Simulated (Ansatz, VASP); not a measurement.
## Ru in VASP and in Ansatz

INCAR

```
ALGO     = Fast           # electronic algorithm
EDIFF    = 1E-6           # SCF threshold, eV
ENCUT    = 520            # plane-wave cutoff, eV
GGA      = PE             # functional
ISIF     = 2              # what is computed and relaxed
ISMEAR   = 0              # smearing method
LASPH    = True           # aspherical terms in the spheres
LCHARG   = False          # write CHGCAR
LREAL    = False          # projectors in reciprocal space
LWAVE    = False          # write WAVECAR
NBANDS   = 21             # bands
NELM     = 100            # most SCF steps
PREC     = Accurate       # precision mode
SIGMA    = 0.15           # smearing width, eV
```

The input KPOINTS:

```
k-points
0
Gamma
  24 24 12
```

File POSCAR:

```
Ru
1.0
    2.7057993342      0.0000000000      0.0000000000
   -1.3528996671      2.3432909610      0.0000000000
    0.0000000000      0.0000000000      4.2819000000
Ru
2
Direct
    0.2630426889      0.8587042785      0.2500000000
    0.6666666667      0.3333333333      0.7500000000
```

Input for Ansatz:

```yaml
crystal:
  lattice:
    - [2.7057993342, 0.0, 0.0]
    - [-1.3528996671, 2.343290961, 0.0]
    - [0.0, 0.0, 4.2819]
  atoms:
    - { symbol: Ru, position: [0.2630426889, 0.8587042785, 0.25] }
    - { symbol: Ru, position: [0.6666666667, 0.3333333333, 0.75] }
basis:
  ecutwfc: 420
kpoints:
  mp_grid: { grid: [24, 24, 12] }
hamiltonian:
  xc: pbe
scf:
  occupations: { method: gaussian, width: 0.15 }
output:
  forces: true
  stress: true
  eigenvalues: true
```

Alike in both runs: task single point; functional PBE; k mesh 24 × 24 × 12; occupations gaussian, width 0.15 eV; no spin polarisation.

|  | VASP | Ansatz |
| --- | --- | --- |
| version | VASP 6.6.1 | Ansatz 0.2.0 |
| potentials or method | VASP PAW PBE potentials, release 64 (Ru_pv), cutoff 520 eV | scalar-relativistic, plane waves, PAW |
| valence electrons in the cell | 28 | 32 |

```csv
,VASP,Ansatz,Ansatz less VASP
gap on the k mesh at the Fermi level (eV),none,none,-
pressure (GPa),17.6,17.5,-0.01
"traceless stress, the component that is largest in VASP (GPa)",17.24,17.14,-0.103
rms of the force components (eV/Å),1.045,1.044,-0.0012
```

Atom by atom the forces differ by 0.007 eV/Å (rms over components). A gap of «none» marks a metal or a gap that the smearing closes. VASP's potentials hold 28 valence electrons a cell and Ansatz's 32, so a difference there can come from the potentials and not from the codes.
